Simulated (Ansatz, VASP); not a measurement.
**Ga: VASP beside Ansatz**

The input POSCAR:

```
Ga
1.0
   -1.4068604442      1.4068604442      2.2672300649
    1.4068604442     -1.4068604442      2.2672300649
    1.4068604442      1.4068604442     -2.2672300649
Ga
1
Direct
    0.0000000000      0.0000000000      0.0000000000
```

The input INCAR.step1:

```
ALGO = Normal
EDIFF = 1E-4
ENCUT = 520
GGA = PE
ISMEAR = 0
LASPH = True
LCHARG = False
LREAL = False
LWAVE = True
NBANDS = 12
NELM = 60
PREC = Accurate
SIGMA = 0.1
```

Contents of INCAR.step2:

```
ALGO = Normal
EDIFF = 1E-7
ENCUT = 520
ISIF = 2
ISMEAR = 0
ISTART = 1
LASPH = True
LCHARG = False
LMIXTAU = True
LREAL = False
LWAVE = False
METAGGA = R2SCAN
NBANDS = 12
NELM = 60
PREC = Accurate
SIGMA = 0.1
```

File KPOINTS:

```
k-points
0
Gamma
  20 20 20
```

Input for Ansatz:

```yaml
crystal:
  lattice:
    - [-1.4068604442, 1.4068604442, 2.2672300649]
    - [1.4068604442, -1.4068604442, 2.2672300649]
    - [1.4068604442, 1.4068604442, -2.2672300649]
  atoms:
    - { symbol: Ga, position: [0.0, 0.0, 0.0] }
basis:
  ecutwfc: 500
kpoints:
  mp_grid: { grid: [20, 20, 20] }
  band_path:
    path:
      - [[0.0, 0.0, 0.0], [0.0, 0.0, 0.5], [0.25, 0.25, 0.25], [0.0, 0.5, 0.0], [0.0, 0.0, 0.0], [0.5, 0.5, -0.5], [0.34626111, 0.65373889, -0.34626111]]
      - [[-0.34626111, 0.34626111, 0.34626111], [0.0, 0.0, 0.0]]
      - [[0.0, 0.0, 0.5], [-0.19252222, 0.19252222, 0.5]]
      - [[0.5, 0.5, -0.19252222], [0.5, 0.5, -0.5]]
    npoints: 14
hamiltonian:
  xc: r2scan
scf:
  occupations: { method: gaussian, width: 0.1 }
  n_extra_bands: 6
output:
  forces: true
  stress: true
  eigenvalues: true
  populations: true
  dos: { projected: true, de: 0.02, nscf_kmesh: { grid: [30, 30, 30] } }
  bader: true
```

Alike in both runs: task single point; functional r2SCAN; k mesh 20 × 20 × 20; occupations gaussian, width 0.1 eV; no spin polarisation.

|  | VASP | Ansatz |
| --- | --- | --- |
| version | VASP 6.6.1 | Ansatz 0.2.0 |
| potentials or method | VASP PAW PBE potentials, release 64 (Ga_d), cutoff 520 eV | scalar-relativistic, plane waves, PAW |
| valence electrons in the cell | 13 | 13 |

VASP gave:

| Item | Value |
| --- | --- |
| gap on the k mesh at the Fermi level (eV) | none |
| pressure (GPa) | -0.3 |
| traceless stress, the component that is largest in VASP (GPa) | 0.27 |

Question: Estimate Ansatz's values.

Answer: gap on the k mesh at the Fermi level (eV): none; pressure (GPa): -0.3; traceless stress, the component that is largest in VASP (GPa): 0.31.

VASP's potentials were made for PBE, not for r2SCAN. A gap of «none» marks a metal or a gap that the smearing closes. With one functional, cell and mesh, what is left measures potentials, basis and numerics.
